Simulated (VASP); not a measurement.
A run of VASP 6.6.1:

File INCAR:

```
SYSTEM = As
ALGO     = Normal         ! electronic algorithm
EDIFF    = 1E-6           ! SCF threshold, eV
ENCUT    = 520            ! plane-wave cutoff, eV
GGA      = PS             ! functional
ISIF     = 2              ! what is computed and relaxed
ISMEAR   = 0              ! smearing method
LASPH    = .TRUE.         ! aspherical terms in the spheres
LCHARG   = .TRUE.         ! write CHGCAR
LELF     = .TRUE.         ! ELF
LREAL    = .FALSE.        ! projectors in reciprocal space
LVHAR    = .TRUE.       
LWAVE    = .FALSE.        ! write WAVECAR
NBANDS   = 12             ! bands
NELM     = 100            ! most SCF steps
PREC     = Accurate       ! precision mode
SIGMA    = 0.1            ! smearing width, eV
```

Contents of KPOINTS:

```
k-points
0
G
  18 18 18
  0 0 0
```

POSCAR

```
As
1.0
    1.8906200818      1.0915500132      3.3673189161
   -1.8906200818      1.0915500132      3.3673189161
    0.0000000000     -2.1831000264      3.3673189161
As
2
Direct
    0.2301876476      0.2301876476      0.2301876476
    0.7698123524      0.7698123524      0.7698123524
```

Potentials or basis: VASP PAW PBE potentials, release 64 (As).

Launch:

```bash
$ cat potpaw_PBE.64/As/POTCAR > POTCAR
$ mpirun -np 1 vasp_std > vasp.out
```

Hardware: 1 thread of Intel Xeon 8259CL (shared host).

**Question.** How long does it take, and how much memory?

**Answer.** Wall time 3.9 min on 1 thread of Intel Xeon 8259CL, on a shared host, peak memory 0.37 GiB. Counts: scf iterations 10, k points 580.
